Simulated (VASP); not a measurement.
Wanted: the native input for a VASP 6.6.1 run.

```yaml
Task: single point
Functional: PBE
Dispersion: D3(BJ)
Potentials_or_basis: VASP PAW PBE potentials, release 64 (S, W_sv)
Cutoff: 520 eV
k_mesh: 3 × 3 × 1
Occupations: gaussian, width 0.05 eV
Spin: no spin polarisation
Dipole_correction: yes
Further_INCAR_settings: ALGO = Normal; EDIFF = 1e-06; NBANDS = 64
```

The structure of WS2 lies in POSCAR:

```
WS2
1.0
    6.3144062729      0.0000000000      0.0000000000
   -3.1572031364      5.4684362421      0.0000000000
    0.0000000000      0.0000000000     23.3758666258
S W
8 4
Direct
    0.6666666667      0.3333333333      0.3422333010
    0.6666666667      0.8333333333      0.3422333010
    0.1666666667      0.3333333333      0.3422333010
    0.1666666667      0.8333333333      0.3422333010
    0.6666718844      0.3333462266      0.4772171556
    0.6668286162      0.8334458423      0.4769376553
    0.1665507149      0.3332983723      0.4772158927
    0.1663821678      0.8332564164      0.4771581933
    0.3333007988      0.1666765888      0.4097314068
    0.3331697599      0.6666025100      0.4097046117
    0.8334002915      0.1668453021      0.4096806802
    0.8333391518      0.6665551402      0.4096663519
```

These files were run (other wordings do the same):

INCAR

```
SYSTEM = WS2
PREC     = Accurate       ! precision mode
ENCUT    = 520            ! plane-wave cutoff, eV
EDIFF    = 1E-6           ! SCF threshold, eV
ISMEAR   = 0              ! smearing method
SIGMA    = 0.05           ! smearing width, eV
LREAL    = .False.        ! projectors in reciprocal space
LASPH    = .True.         ! aspherical terms in the spheres
NELM     = 60             ! most SCF steps
ALGO     = Normal         ! electronic algorithm
ISIF     = 2              ! what is computed and relaxed
LWAVE    = .False.        ! write WAVECAR
LCHARG   = .True.         ! write CHGCAR
LDIPOL   = .True.       
IDIPOL   = 3            
DIPOL    = 0.5 0.5 0.410
GGA      = PE             ! functional
IVDW     = 12             ! dispersion correction
LELF     = .True.         ! ELF
LVHAR    = .True.       
LVACPOTAV= .True.       
NBANDS   = 64             ! bands
```

KPOINTS

```
regular mesh
0
Gamma
  3 3 1
  0 0 0
```

Potentials or basis: VASP PAW PBE potentials, release 64 (S, W_sv).

Run with:

```sh
$ cat potpaw_PBE.64/S/POTCAR potpaw_PBE.64/W_sv/POTCAR > POTCAR
$ mpirun -np 1 vasp_std > vasp.out
```

It gave:

The largest force is 0.073 eV/Å, the band gap on the k mesh is 1.93 eV and the dispersion energy per atom is -0.311 eV.

Caveat: spin-orbit coupling is left out, which moves the levels of the heavy elements.

Run time: 24 min on 1 thread of Intel Xeon 8259CL, on a shared host, peak memory 0.86 GiB.
